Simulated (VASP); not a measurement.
Set up this calculation in VASP 6.6.1, as the native input.

```
Task                   : single point
Functional             : r2SCAN
Potentials or basis    : VASP PAW PBE potentials, release 64 (Mo_sv)
Cutoff                 : 520 eV
k mesh                 : 24 × 24 × 24
Occupations            : gaussian, width 0.15 eV
Spin                   : no spin polarisation
Dipole correction      : no
Further INCAR settings : ALGO = Normal; EDIFF = 1e-06; NBANDS = 13
```

Crystal: Mo.

```
Mo
1.0
     2.66635    0.00000    0.00000
    -1.33318    2.30913    0.00000
     0.00000    0.00000    2.60992
Mo
1
Direct
  0.00000 0.00000 0.50000
```

This cell differs from its parent crystal: strain -0.030 along x and y, +0.030 along z.

One way to write it, as run:

POSCAR

```
Mo
1.0
    2.6663533954      0.0000000000      0.0000000000
   -1.3331766977      2.3091297759      0.0000000000
    0.0000000000      0.0000000000      2.6099175529
Mo
1
Direct
    0.0000000000      0.0000000000      0.5000000000
```

INCAR.step1

```
SYSTEM = Mo
  PREC = Accurate
  ENCUT = 520
  ISMEAR = 0
  SIGMA = 0.15
  LREAL = .FALSE.
  LASPH = .TRUE.
  NELM = 100
  NBANDS = 13
  GGA = PE
  ALGO = Normal
  EDIFF = 1E-4
  LWAVE = .TRUE.
  LCHARG = .FALSE.
```

INCAR.step2

```
SYSTEM = Mo
  PREC = Accurate
  ENCUT = 520
  EDIFF = 1E-6
  ISMEAR = 0
  SIGMA = 0.15
  LREAL = .FALSE.
  LASPH = .TRUE.
  NELM = 100
  ALGO = Normal
  ISIF = 2
  LWAVE = .FALSE.
  LCHARG = .FALSE.
  METAGGA = R2SCAN
  LMIXTAU = .TRUE.
  NBANDS = 13
  ISTART = 1
```

KPOINTS

```
Automatic mesh
0
G
  24 24 24
  0 0 0
```

Potentials or basis: VASP PAW PBE potentials, release 64 (Mo_sv).

Command:

```bash
$ cat potpaw_PBE.64/Mo_sv/POTCAR > POTCAR
$ cp INCAR.step1 INCAR
$ mpirun -np 1 vasp_std > vasp.out
$ cp INCAR.step2 INCAR
$ mpirun -np 1 vasp_std > vasp.out
```

It gave:

```
Pressure               : 10.3 GPa
Band gap on the k mesh : zero (band 7 reaches 13.18 eV, above the bottom of band 8 at 11.09 eV)
```

Caveat: the cell differs from its parent crystal (strain -0.030 along x and y, +0.030 along z); the PAW data sets were made with another functional, which shifts forces and pressure a little.

It took 3.8 min on 1 thread of Intel(R) Xeon(R) 6975P-C (Granite Rapids), with other jobs on the host, peak memory 0.25 GiB.
